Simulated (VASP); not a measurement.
# TiSi2 (P6/mmm) in VASP: notebook, part 3 of 3

VASP 6.6.1. Earlier steps stand in the parts before.

## Step 5: Single point, PBEsol

POSCAR reads:

```
TiSi2
1.0
    4.3746400000      0.0000000000      0.0000000000
   -2.1873200000      3.7885500000      0.0000000000
    0.0000000000      0.0000000000      2.5610100000
Ti Si
1 2
Direct
    0.0000000000      0.0000000000      0.0000000000
    0.3333300000      0.6666700000      0.5000000000
    0.6666700000      0.3333300000      0.5000000000
```

INCAR.step1 reads:

```
SYSTEM = TiSi2
  ALGO = Normal
  EDIFF = 1E-6
  ENCUT = 520
  GGA = PS
  ISIF = 2
  ISMEAR = -1
  LASPH = .TRUE.
  LCHARG = .TRUE.
  LMAXMIX = 4
  LREAL = .FALSE.
  LWAVE = .FALSE.
  NBANDS = 17
  NELM = 80
  PREC = Accurate
  SIGMA = 0.05
```

KPOINTS.step1 reads:

```
k-points
0
G
  4 4 6
  0 0 0
```

INCAR.step2 reads:

```
SYSTEM = TiSi2
  ALGO = Normal
  EDIFF = 1E-6
  ENCUT = 520
  GGA = PS
  ICHARG = 11
  ISIF = 2
  ISMEAR = -5
  LASPH = .TRUE.
  LCHARG = .FALSE.
  LMAXMIX = 4
  LORBIT = 11
  LREAL = .FALSE.
  LWAVE = .FALSE.
  NEDOS = 2001
  NELM = 80
  PREC = Accurate
  SIGMA = 0.05
```

KPOINTS.step2 reads:

```
k-points
0
G
  6 6 9
  0 0 0
```

Potentials or basis: VASP PAW PBE potentials, release 64 (Ti_sv, Si).

On the command line:

```sh
$ cat potpaw_PBE.64/Ti_sv/POTCAR potpaw_PBE.64/Si/POTCAR > POTCAR
$ cp INCAR.step1 INCAR
$ cp KPOINTS.step1 KPOINTS
$ mpirun -np 1 vasp_std > vasp.out
$ cp INCAR.step2 INCAR
$ cp KPOINTS.step2 KPOINTS
$ mpirun -np 1 vasp_std > vasp.out
```

OUTCAR:

```text
SYSTEM = TiSi2
   EDIFF = 1E-6
   ENCUT = 520
   GGA = PS
   ICHARG = 11
   ISIF = 2
   ISMEAR = -5
   LASPH = .TRUE.
   LORBIT = 11
   LREAL = .FALSE.
   NELM = 80
   PREC = Accurate

 ion  position               nearest neighbor table
   1  0.000  0.000  0.000-   2 2.83   3 2.83   2 2.83   3 2.83   3 2.83   3 2.83   2 2.83   2 2.83
                             3 2.83   3 2.83   2 2.83   2 2.83
   2  0.333  0.667  0.500-   3 2.53   3 2.53   3 2.53   1 2.83   1 2.83   1 2.83   1 2.83   1 2.83
                             1 2.83
   3  0.667  0.333  0.500-   2 2.53   2 2.53   2 2.53   1 2.83   1 2.83   1 2.83   1 2.83   1 2.83
                             1 2.83

  LATTYP: Found a hexagonal cell.
 ALAT       =     4.3746400000
 C/A-ratio  =     0.5854218861

  Lattice vectors:

 A1 = (   4.3746400000,   0.0000000000,   0.0000000000)
 A2 = (  -2.1873200000,   3.7885500000,   0.0000000000)
 A3 = (   0.0000000000,   0.0000000000,   2.5610100000)

Analysis of symmetry for initial positions (statically):
=====================================================================
 Subroutine PRICEL returns:
 Original cell was already a primitive cell.

 Routine SETGRP: Setting up the symmetry group for a
 hexagonal supercell.

 Subroutine GETGRP returns: Found  8 space group operations
 (whereof  8 operations were pure point group operations)
 out of a pool of 24 trial point group operations.

The static configuration has the point symmetry D_2h.

Analysis of symmetry for dynamics (positions and initial velocities):
=====================================================================
 Subroutine PRICEL returns:
 Original cell was already a primitive cell.

 Routine SETGRP: Setting up the symmetry group for a
 hexagonal supercell.

 Subroutine GETGRP returns: Found  8 space group operations
 (whereof  8 operations were pure point group operations)
 out of a pool of 24 trial point group operations.

[... 145 lines left out ...]
  ---------------------------------------------------
  ext. energy  EPLUGINS =         0.00000000
  ---------------------------------------------------
  free energy    TOTEN  =       -20.90136143 eV

  energy without entropy =      -20.90136143  energy(sigma->0) =      -20.90136143

 E-fermi :  10.5123     XC(G=0): -11.7589

 val. band max:       10.5095059918   @ k =   0.3333   0.0000   0.4444
 cond. band min:      10.5307608738   @ k =   0.5000   0.3333   0.4444
 fundamental gap:      0.0212548821
 Fermi energy:        10.5122832913

 k-point     1 :       0.0000    0.0000    0.0000
  band No.  band energies     occupation
      1     -45.9679      2.00000
      2     -22.4013      2.00000
      3     -22.4013      2.00000
      4     -21.7120      2.00000
      5      -2.6858      2.00000
      6       5.2522      2.00000
      7       5.2524      2.00000
      8       5.4240      2.00000
      9       8.8733      2.00000
     10       9.5216      2.00000
     11       9.5219      2.00000
     12      13.3835      0.00000
     13      13.3835      0.00000
     14      13.8840      0.00000
[... 377 lines left out ...]
      1     -45.9480      2.00000
      2     -22.3971      2.00000
      3     -22.3898      2.00000
      4     -21.8436      2.00000
      5      -0.7148      2.00000
      6       0.8789      2.00000
      7       4.3809      2.00000
      8       8.0478      2.00000
      9       9.5445      2.00000
     10      10.0697      2.05757
     11      12.2030      0.00000
     12      12.6021      0.00000
     13      13.0235      0.00000
     14      14.0597      0.00000

 [... further k-points ...]

------------------------ aborting loop because EDIFF is reached ----------------------------------------

  FORCE on cell =-STRESS in cart. coord.  units (eV):
  Direction    XX          YY          ZZ          XY          YZ          ZX
  --------------------------------------------------------------------------------------
  -------------------------------------------------------------------------------------
  Total       -1.4420060     -1.4402961     -0.6565861      0.0014812      0.0000000      0.0000000
  in kB      -54.4315896    -54.3670485    -24.7842424      0.0559099      0.0000000      0.0000000
  external PRESSURE =     -44.5276268 kB  Pullay stress =       0.0000000 kB

 VOLUME and BASIS-vectors are now :
 -----------------------------------------------------------------------------
  energy-cutoff  :      520.00
  volume of cell :       42.45
      direct lattice vectors                 reciprocal lattice vectors
     4.374640000  0.000000000  0.000000000     0.228590238  0.131976614  0.000000000
    -2.187320000  3.788550000  0.000000000     0.000000000  0.263953227  0.000000000
     0.000000000  0.000000000  2.561010000     0.000000000  0.000000000  0.390470947

 POSITION                                       TOTAL-FORCE (eV/Angst)
 -----------------------------------------------------------------------------------
      0.00000      0.00000      0.00000         0.000000      0.000000      0.000000
     -0.00002      2.52571      1.28051         0.002261     -0.001305      0.000000
      2.18734      1.26284      1.28051        -0.002261      0.001305      0.000000
 -----------------------------------------------------------------------------------
    total drift:                               -0.000000      0.000000     -0.000000

  FREE ENERGIE OF THE ION-ELECTRON SYSTEM (eV)
  ---------------------------------------------------
  free  energy   TOTEN  =       -20.9013614255 eV

  energy  without entropy=      -20.9013614255  energy(sigma->0) =      -20.90136143

 total charge

# of ion       s       p       d       tot
------------------------------------------
    1        2.185   6.122   2.074  10.380
    2        0.753   0.863   0.000   1.616
    3        0.753   0.863   0.000   1.616
--------------------------------------------------
tot          3.690   7.849   2.074  13.612
```

OUTCAR.step1:

```text
SYSTEM = TiSi2
   EDIFF = 1E-6
   ENCUT = 520
   GGA = PS
   ISIF = 2
[... 710 lines left out ...]
      0.00000      0.00000      0.00000         0.000000      0.000000      0.000000
     -0.00002      2.52571      1.28051         0.000277     -0.000160      0.000000
      2.18734      1.26284      1.28051        -0.000277      0.000160      0.000000
 -----------------------------------------------------------------------------------
    total drift:                               -0.000000     -0.000000     -0.000000

  FREE ENERGIE OF THE ION-ELECTRON SYSTEM (eV)
  ---------------------------------------------------
  free  energy   TOTEN  =       -20.8665096208 eV

  energy  without entropy=      -20.8439743952  energy(sigma->0) =      -20.85524201
```

OSZICAR.step1:

```text
N       E                     dE             d eps       ncg     rms          rms(c)
DAV:   1     0.131280440467E+03    0.13128E+03   -0.95384E+03   952   0.121E+03
DAV:   2    -0.135004601486E+02   -0.14478E+03   -0.14130E+03   955   0.318E+02
DAV:   3    -0.223122626525E+02   -0.88118E+01   -0.85656E+01  1476   0.715E+01
DAV:   4    -0.225748522678E+02   -0.26259E+00   -0.26170E+00  1133   0.108E+01
DAV:   5    -0.225866190259E+02   -0.11767E-01   -0.11762E-01  1411   0.210E+00    0.121E+01
DAV:   6    -0.215644403944E+02    0.10222E+01   -0.17391E+01  1237   0.328E+01    0.599E+00
DAV:   7    -0.209206597382E+02    0.64378E+00   -0.44741E+00  1233   0.164E+01    0.378E+00
DAV:   8    -0.208797285308E+02    0.40931E-01   -0.51181E-01  1098   0.628E+00    0.117E+00
DAV:   9    -0.208672975818E+02    0.12431E-01   -0.11684E-01  1089   0.323E+00    0.355E-01
DAV:  10    -0.208664781631E+02    0.81942E-03   -0.51828E-03  1233   0.507E-01    0.195E-01
DAV:  11    -0.208665066071E+02   -0.28444E-04   -0.64434E-04  1245   0.179E-01    0.682E-02
DAV:  12    -0.208665157406E+02   -0.91335E-05   -0.10185E-04  1268   0.723E-02    0.157E-02
DAV:  13    -0.208665094764E+02    0.62643E-05   -0.18631E-05  1282   0.318E-02    0.698E-03
DAV:  14    -0.208665096208E+02   -0.14444E-06   -0.10806E-06   726   0.988E-03
   1 F= -.20866510E+02 E0= -.20855242E+02  d E =-.225352E-01
```

Run time: 68 s. Hardware: 1 thread of Intel Xeon 8259CL, shared host; peak memory 0.18 GiB.

What came out:

```yaml
Valence_electrons_inside_the_program's_atomic_spheres: Ti 10.38; Si 1.62
```

Caveat: the k points lie up to 0.41 Å⁻¹ apart; the PAW data sets were made with another functional, which shifts forces and pressure a little; tetrahedron occupations give inexact forces and stress in metals.
